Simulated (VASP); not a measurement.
A run of VASP 6.6.1:

File INCAR:

```
ALGO     = Normal         # electronic algorithm
EDIFF    = 1E-6           # SCF threshold, eV
ENCUT    = 520            # plane-wave cutoff, eV
GGA      = PE             # functional
ISIF     = 2              # what is computed and relaxed
ISMEAR   = -1             # smearing method
LASPH    = T              # aspherical terms in the spheres
LCHARG   = T              # write CHGCAR
LELF     = T              # ELF
LREAL    = F              # projectors in reciprocal space
LVHAR    = T            
LWAVE    = F              # write WAVECAR
NBANDS   = 20             # bands
NELM     = 100            # most SCF steps
PREC     = Accurate       # precision mode
SIGMA    = 0.05           # smearing width, eV
```

File KPOINTS:

```
k-points
0
Gamma
  10 10 10
```

The input POSCAR:

```
Tl
1.0
    0.0000000000      2.8256899689      2.8256899689
    2.8256899689      0.0000000000      2.8256899689
    2.8256899689      2.8256899689      0.0000000000
Tl
2
Direct
   -0.1250000000     -0.1250000000     -0.1250000000
    0.1250000000      0.1250000000      0.1250000000
```

Potentials or basis: VASP PAW PBE potentials, release 64 (Tl_d).

The run is started by

```sh
$ cat potpaw_PBE.64/Tl_d/POTCAR > POTCAR
$ mpirun -np 1 vasp_std > vasp.out
```

Hardware: 1 thread of AMD EPYC 7R13 (shared host).

How long does it take, and how much memory?

Wall time 50 s on 1 thread of AMD EPYC 7R13 (shared host), peak memory 0.15 GiB. Counts: scf iterations 11, k points 47.
